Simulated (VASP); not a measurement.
Runs of VASP 6.6.1 on I. The structure is that of space group Fd-3m (No. 227), or close to it. The cells are those of the table. 

```tsv
task	cell	cutoff (eV)	gap on the mesh (eV)	pressure (GPa)
relaxation of cell and atoms	relaxed to 20 GPa from a = 4.943 Å, angles 60.0°, 2 atoms	600	none	20.0
single point	a = 4.347 Å, angles 60.0°, 2 atoms	520	none	40.1
single point	a = 4.615 Å, angles 60.0°, 2 atoms	520	none	20.0
relaxation of cell and atoms	relaxed from a = 4.943 Å, angles 60.0°, 2 atoms	600	none	0.1
single point	a = 4.181 Å, angles 60.0°, 2 atoms	520	none	(a)
```

Alike in all rows: level PBEsol; potentials or basis VASP PAW PBE potentials, release 64 (I); no spin polarisation; k mesh 6 × 6 × 6; smearing fermi-dirac 0.02 eV.

**Question.** Estimate the missing entries.

**Answer.** (a) 60.3.

Caveats: the PAW data sets were made with another functional, which shifts forces and pressure a little; spin-orbit coupling is left out, which moves the levels of the heavy elements; the cell stands under pressure (at least some runs); the cell is relaxed towards a set pressure, so the run minimises the enthalpy, not the energy (at least some runs).

A k mesh can miss the band edges, and the runs leave out spin-orbit coupling on I.

A gap of «none» marks levels without a gap at the run's occupations.
